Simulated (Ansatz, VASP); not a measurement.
# TaSi2: VASP beside Ansatz

INCAR

```
SYSTEM = TaSi2
PREC     = Accurate       ! precision mode
ENCUT    = 520            ! plane-wave cutoff, eV
EDIFF    = 1E-6           ! SCF threshold, eV
ISMEAR   = 0              ! smearing method
SIGMA    = 0.15           ! smearing width, eV
LREAL    = .FALSE.        ! projectors in reciprocal space
LASPH    = .TRUE.         ! aspherical terms in the spheres
NELM     = 60             ! most SCF steps
ALGO     = Normal         ! electronic algorithm
ISIF     = 2              ! what is computed and relaxed
LWAVE    = .FALSE.        ! write WAVECAR
LCHARG   = .FALSE.        ! write CHGCAR
GGA      = PE             ! functional
NBANDS   = 38             ! bands
```

KPOINTS

```
Automatic mesh
0
G
  9 9 6
  0 0 0
```

Contents of POSCAR:

```
TaSi2
1.0
    4.8060235202      0.0000000000      0.0000000000
   -2.4030117601      4.1621384597      0.0000000000
    0.0000000000      0.0000000000      6.5995345254
Ta Si
3 6
Direct
    0.4101127995      0.0000000000      0.0000000000
    0.5000000000      0.5000000000      0.6666666667
    0.0000000000      0.5000000000      0.3333333333
    0.1589152396      0.3178304793      0.0000000000
    0.8410847604      0.1589152396      0.6666666667
    0.6821695207      0.8410847604      0.3333333333
    0.8410847604      0.6821695207      0.0000000000
    0.1589152396      0.8410847604      0.6666666667
    0.3178304793      0.1589152396      0.3333333333
```

Input for Ansatz:

```yaml
crystal:
  lattice:
    - [4.8060235202, 0.0, 0.0]
    - [-2.4030117601, 4.1621384597, 0.0]
    - [0.0, 0.0, 6.5995345254]
  atoms:
    - { symbol: Ta, position: [0.4101127995, 0.0, 0.0] }
    - { symbol: Ta, position: [0.5, 0.5, 0.6666666667] }
    - { symbol: Ta, position: [0.0, 0.5, 0.3333333333] }
    - { symbol: Si, position: [0.1589152396, 0.3178304793, 0.0] }
    - { symbol: Si, position: [0.8410847604, 0.1589152396, 0.6666666667] }
    - { symbol: Si, position: [0.6821695207, 0.8410847604, 0.3333333333] }
    - { symbol: Si, position: [0.8410847604, 0.6821695207, 0.0] }
    - { symbol: Si, position: [0.1589152396, 0.8410847604, 0.6666666667] }
    - { symbol: Si, position: [0.3178304793, 0.1589152396, 0.3333333333] }
basis:
  ecutwfc: 420
kpoints:
  mp_grid: { grid: [9, 9, 6] }
hamiltonian:
  xc: pbe
  pseudopotentials: { kind: paw, azcp: { folder: soft_1 } }
scf:
  occupations: { method: gaussian, width: 0.15 }
output:
  forces: true
  stress: true
  eigenvalues: true
```

Alike in both runs: task single point; functional PBE; k mesh 9 × 9 × 6; occupations gaussian, width 0.15 eV; no spin polarisation.

```csv
,VASP,Ansatz
version,VASP 6.6.1,Ansatz 0.2.0
potentials or method,"VASP PAW PBE potentials, release 64 (Ta_pv, Si), cutoff 520 eV","scalar-relativistic, plane waves, PAW"
valence electrons in the cell,57,63
```

```tsv
	VASP	Ansatz	Ansatz less VASP
gap on the k mesh at the Fermi level (eV)	none	none	-
pressure (GPa)	6.1	6.1	-0.01
traceless stress, the component that is largest in VASP (GPa)	3.56	3.57	+0.011
rms of the force components (eV/Å)	1.854	1.854	+0.0004
```

Atom by atom the forces differ by 0.003 eV/Å (rms over components). A gap of «none» marks a metal or a gap that the smearing closes. With one functional, cell and mesh, what is left measures potentials, basis and numerics. VASP's potentials hold 57 valence electrons a cell and Ansatz's 63, so a difference there can come from the potentials and not from the codes.

Spin-orbit coupling is off throughout.
